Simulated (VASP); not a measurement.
# PtSe2 in VASP: a series of runs, part 2 of 2

VASP 6.6.1. The steps go on from the part before.

### 4 Single point, r2SCAN (shear xy strain -1.2%)

POSCAR

```
PtSe2
1.0
    1.8394678362      1.0548190138      5.7607123393
   -1.8519355477      1.0764137236      5.7607123393
    0.0124677115     -2.1312327373      5.7607123393
Pt Se
1 2
Direct
    0.0000000000      0.0000000000      0.0000000000
    0.2545364927      0.2589917783      0.2567909839
    0.7454635073      0.7410082217      0.7432090161
```

INCAR.step1

```
PREC     = Accurate       # precision mode
ENCUT    = 520            # plane-wave cutoff, eV
ISMEAR   = 0              # smearing method
SIGMA    = 0.01           # smearing width, eV
LREAL    = False          # projectors in reciprocal space
LASPH    = True           # aspherical terms in the spheres
NELM     = 100            # most SCF steps
NBANDS   = 18             # bands
GGA      = PE             # functional
ALGO     = Normal         # electronic algorithm
EDIFF    = 1E-4           # SCF threshold, eV
LWAVE    = True           # write WAVECAR
LCHARG   = False          # write CHGCAR
```

INCAR.step2

```
PREC     = Accurate       # precision mode
ENCUT    = 520            # plane-wave cutoff, eV
EDIFF    = 1E-6           # SCF threshold, eV
ISMEAR   = 0              # smearing method
SIGMA    = 0.01           # smearing width, eV
LREAL    = False          # projectors in reciprocal space
LASPH    = True           # aspherical terms in the spheres
NELM     = 100            # most SCF steps
ALGO     = Normal         # electronic algorithm
ISIF     = 2              # what is computed and relaxed
LWAVE    = False          # write WAVECAR
LCHARG   = False          # write CHGCAR
METAGGA  = R2SCAN         # meta-GGA
LMIXTAU  = True         
NBANDS   = 18             # bands
ISTART   = 1
```

KPOINTS

```
regular mesh
0
Gamma
  8 8 8
```

Potentials or basis: VASP PAW PBE potentials, release 64 (Pt, Se).

Launch:

```sh
$ cat potpaw_PBE.64/Pt/POTCAR potpaw_PBE.64/Se/POTCAR > POTCAR
$ cp INCAR.step1 INCAR
$ mpirun -np 1 vasp_std > vasp.out
$ cp INCAR.step2 INCAR
$ mpirun -np 1 vasp_std > vasp.out
```

OUTCAR:

```text
PREC = Accurate
   ENCUT = 520
   EDIFF = 1E-6
   ISMEAR = 0
   LREAL = False
   LASPH = True
   NELM = 100
   ISIF = 2
   METAGGA = R2SCAN
   ISTART = 1

 ion  position               nearest neighbor table
   1  0.000  0.000  0.000-   3 2.51   2 2.51   2 2.51   3 2.51   2 2.51   3 2.51
   2  0.255  0.259  0.257-   1 2.51   1 2.51   1 2.51
   3  0.745  0.741  0.743-   1 2.51   1 2.51   1 2.51

  LATTYP: Found a triclinic cell.
 ALAT       =     3.6914665479
 B/A-ratio  =     1.0050533073
 C/A-ratio  =     1.6629093071
 COS(alpha) =     0.0020207971
 COS(beta)  =     0.2986468440
 COS(gamma) =     0.5075672572

  Lattice vectors:

 A1 = (  -3.6914033839,   0.0215947098,   0.0000000000)
 A2 = (  -1.8644032592,   3.2076464609,   0.0000000000)
 A3 = (  -1.8394678362,  -1.0548190138,  -5.7607123393)

Analysis of symmetry for initial positions (statically):
=====================================================================
 Subroutine PRICEL returns:
 Original cell was already a primitive cell.

 Routine SETGRP: Setting up the symmetry group for a
 triclinic supercell.

 Subroutine GETGRP returns: Found  2 space group operations
 (whereof  2 operations were pure point group operations)
 out of a pool of  2 trial point group operations.

The static configuration has the point symmetry S_2 .

Analysis of symmetry for dynamics (positions and initial velocities):
=====================================================================
 Subroutine PRICEL returns:
 Original cell was already a primitive cell.

 Routine SETGRP: Setting up the symmetry group for a
 triclinic supercell.

 Subroutine GETGRP returns: Found  2 space group operations
 (whereof  2 operations were pure point group operations)
[... 113 lines left out ...]
   TEBEG  =    0.0;   TEEND  =   0.0 temperature during run
   PSTRESS=    0.0 pullay stress
   NELECT =      22.0000    total number of electrons
   NUPDOWN=      -1.0000    fix difference up-down
   EMIN   =  10.00;   EMAX   =-10.00  energy-range for DOS
   EFERMI =   0.00;   METHOD = LEGACY
   ISMEAR =     0;   SIGMA  =   0.01  broadening in eV -4-tet -1-fermi 0-gaus
   EFERMI_NEDOS =   21; number of points for ismear=-14 and -15
   IALGO  =     38    algorithm
   IMIX   =      4    mixing-type and parameters
     AMIX     =   0.40;   BMIX     =  1.00
     AMIX_MAG =   1.60;   BMIX_MAG =  1.00
  volume/ion in A,a.u.               =      22.66       152.92
  Fermi-wavevector in a.u.,A,eV,Ry     =   1.123977  2.124008 17.188569  1.263324
  Thomas-Fermi vector in A             =   2.260646
   LORBIT       =      0    0 simple, 1 ext, 2 COOP (PROOUT), +10 PAW based schemes
   METAGGA = R2SCAN    functional components
   LHFCALC =     F    Hartree Fock is set to
   AEXX    =    0.0000 exact exchange contribution
   IVDW    =     0    specifies the selected vdW correction
   LEPSILON=     F    determine dielectric tensor
   LRPA    =     F    only Hartree local field effects (RPA)
 non-spin polarized calculation
 Gauss-broadening in eV      SIGMA  =   0.01
  energy-cutoff  :      520.00
  volume of cell :       67.98
 maximum number of plane-waves:      1845
 NGX is ok and might be reduce to    48
   NGX = 23   NGY = 23   NGZ = 23

 number of electron      22.0000001 magnetization

 Free energy of the ion-electron system (eV)
  ---------------------------------------------------
  ext. energy  EPLUGINS =         0.00000000
  ---------------------------------------------------
  free energy    TOTEN  =       -81.48034614 eV

  energy without entropy =      -81.48034614  energy(sigma->0) =      -81.48034614

 E-fermi :   4.7063     XC(G=0): -10.5281

 val. band max:        4.6130589032   @ k =   0.0000   0.0000   0.0000
 cond. band min:       5.1118900393   @ k =  -0.2500  -0.0000   0.2500
 fundamental gap:      0.4988311361
 Fermi energy:         4.7063338053

 k-point     1 :       0.0000    0.0000    0.0000
  band No.  band energies     occupation
      1     -10.7935      2.00000
      2      -8.6057      2.00000
      3      -1.9448      2.00000
      4      -1.3925      2.00000
      5      -1.3553      2.00000
      6       0.8905      2.00000
[... 481 lines left out ...]
      5      -0.8182      2.00000
      6      -0.0786      2.00000
[... 10 lines left out ...]
     17      13.4796      0.00000
     18      15.0445      0.00000

 [... further k-points ...]
[... 5 lines left out ...]
  --------------------------------------------------------------------------------------
  -------------------------------------------------------------------------------------
  Total        0.5725841      0.5733061      0.5093864      0.2427296     -0.0001280     -0.0075057
  in kB       13.4950630     13.5120800     12.0055745      5.7208217     -0.0030173     -0.1768985
  external PRESSURE =      13.0042392 kB  Pullay stress =       0.0000000 kB

 VOLUME and BASIS-vectors are now :
 -----------------------------------------------------------------------------
  energy-cutoff  :      520.00
  volume of cell :       67.98
      direct lattice vectors                 reciprocal lattice vectors
     1.839467836  1.054819014  5.760712339     0.271823947  0.157994174  0.057863214
    -1.851935548  1.076413724  5.760712339    -0.269993958  0.154824539  0.057863214
     0.012467712 -2.131232737  5.760712339    -0.001829989 -0.312818713  0.057863214

 POSITION                                       TOTAL-FORCE (eV/Angst)
 -----------------------------------------------------------------------------------
      0.00000      0.00000      0.00000         0.000000     -0.000000      0.000000
     -0.00822     -0.00001      4.43759         0.000062     -0.000019      0.015500
      0.00822      0.00001     12.84455        -0.000062      0.000019     -0.015500
 -----------------------------------------------------------------------------------
    total drift:                               -0.000000     -0.000000     -0.000000

  FREE ENERGIE OF THE ION-ELECTRON SYSTEM (eV)
  ---------------------------------------------------
  free  energy   TOTEN  =       -81.4803461418 eV

  energy  without entropy=      -81.4803461418  energy(sigma->0) =      -81.48034614
```

OSZICAR.step1:

```text
N       E                     dE             d eps       ncg     rms          rms(c)
DAV:   1     0.112668950571E+03    0.11267E+03   -0.99285E+03  9432   0.106E+03
DAV:   2    -0.955127531735E+01   -0.12222E+03   -0.11793E+03 11446   0.208E+02
DAV:   3    -0.150371644943E+02   -0.54859E+01   -0.54493E+01 11562   0.444E+01
DAV:   4    -0.150832166492E+02   -0.46052E-01   -0.46035E-01 11702   0.442E+00
DAV:   5    -0.150837964377E+02   -0.57979E-03   -0.57977E-03 11578   0.474E-01    0.126E+01
DAV:   6    -0.144540159793E+02    0.62978E+00   -0.38507E+00  9752   0.189E+01    0.712E+00
DAV:   7    -0.142658749442E+02    0.18814E+00   -0.78334E-01  9610   0.871E+00    0.374E+00
DAV:   8    -0.142478807190E+02    0.17994E-01   -0.47571E-02 10780   0.158E+00    0.752E-01
DAV:   9    -0.142454496826E+02    0.24310E-02   -0.77350E-03 10566   0.871E-01    0.177E-01
DAV:  10    -0.142457342522E+02   -0.28457E-03   -0.14075E-03 10766   0.235E-01    0.516E-02
DAV:  11    -0.142457384086E+02   -0.41565E-05   -0.58843E-05  6600   0.649E-02
   1 F= -.14245738E+02 E0= -.14245738E+02  d E =-.186988E-31
```

Run time: 39 min. Hardware: 1 thread of AMD EPYC 7R43 (Zen 3), shared host; peak memory 0.55 GiB.

What came out:

| Quantity | Value |
| --- | --- |
| Free energy | -81.4803 eV |
| Pressure | 1.3 GPa |
| Largest force | 0.016 eV/Å |
| Band gap on the k mesh | 0.50 eV, indirect (least direct gap 0.96 eV) |

Forces in eV/Å, atoms in the order of the input:
```
Pt   0.000  0.000  0.000
Se   0.000  0.000  0.015
Se   0.000  0.000 -0.015
```

Stress tensor (GPa, compression positive):
```
 1.35  0.57 -0.02
 0.57  1.35  0.00
-0.02  0.00  1.20
```

Caveat: the cell differs from its parent crystal (shear xy strain -1.2%); the PAW data sets were made with another functional, which shifts forces and pressure a little; spin-orbit coupling is left out, which moves the levels of the heavy elements.

### 5 Single point, PBE (shear xy strain -1.2%)

INCAR

```
PREC = Accurate
ENCUT = 520
EDIFF = 1E-6
ISMEAR = -1
SIGMA = 0.02
LREAL = False
LASPH = True
NELM = 100
ALGO = Normal
ISIF = 2
LWAVE = False
LCHARG = False
GGA = PE
NBANDS = 18
```

KPOINTS is that of step 4.

POSCAR is that of step 4.

Launch:

```sh
$ cat potpaw_PBE.64/Pt/POTCAR potpaw_PBE.64/Se/POTCAR > POTCAR
$ mpirun -np 1 vasp_std > vasp.out
```

Wall time 8.4 min (1 thread of AMD EPYC 7R43 (Zen 3), shared host); peak memory 0.5 GiB.

The run converged. Its results:

```
Free energy            : -14.2457 eV
Pressure               : 3.6 GPa
Largest force          : 0.135 eV/Å
Band gap on the k mesh : 0.36 eV, indirect (least direct gap 0.75 eV)
```

Forces on the atoms (eV/Å):
```
Pt   0.000  0.000  0.000
Se  -0.004  0.000 -0.135
Se   0.004  0.000  0.135
```

Stress tensor (GPa, compression positive):
```
4.09 0.52 0.01
0.52 4.09 0.00
0.01 0.00 2.62
```

Levels at points of the mesh, in eV from the valence-band top:
```tsv
k point	band 9	band 10	band 11	band 12	band 13	band 14
(0.00, 0.00, 0.00)	-0.57	-0.49	0.00	2.26	2.28	4.30
(0.50, 0.00, 0.00)	-2.53	-2.42	-2.38	1.37	1.80	4.96
(0.00, 0.50, 0.00)	-2.59	-2.50	-2.26	1.33	1.83	5.08
(0.50, 0.50, 0.00)	-2.61	-2.56	-1.77	2.34	2.41	3.33
(0.00, 0.00, 0.50)	-2.56	-2.46	-2.32	1.35	1.82	5.02
(0.50, 0.00, 0.50)	-2.65	-2.50	-1.80	2.36	2.39	3.36
(0.00, 0.50, 0.50)	-2.62	-2.59	-1.74	2.35	2.40	3.29
(0.50, 0.50, 0.50)	-1.63	-0.76	-0.67	2.45	2.46	5.10
```

Caveat: the cell differs from its parent crystal (shear xy strain -1.2%); spin-orbit coupling is left out, which moves the levels of the heavy elements. A k mesh can miss the band edges.

### 6 Summary

```tsv
level	cell	smearing	gap on the mesh (eV)	pressure (GPa)	largest force (eV/Å)
PBE	a = 6.155 Å, angles 35.5°, 3 atoms	fermi-dirac 0.02 eV	0.35	1.2	0.10
r2SCAN	a = 6.155 Å, angles 35.5°, 3 atoms	gaussian 0.01 eV	0.53	-1.1	0.02
r2SCAN	a = 6.139, b = 6.146, c = 6.142 Å, angles 35.1, 34.8, 35.0°, 3 atoms	gaussian 0.01 eV	0.50	1.3	0.02
PBE	a = 6.139, b = 6.146, c = 6.142 Å, angles 35.1, 34.8, 35.0°, 3 atoms	fermi-dirac 0.02 eV	0.36	3.6	0.14
```

Alike in all rows: task single point; potentials or basis VASP PAW PBE potentials, release 64 (Pt, Se); no spin polarisation; k mesh 8 × 8 × 8; cutoff (eV) 520.

Caveats: spin-orbit coupling is left out, which moves the levels of the heavy elements; the PAW data sets were made with another functional, which shifts forces and pressure a little (some runs).

Absolute energies hang on the potentials; compare differences alone.
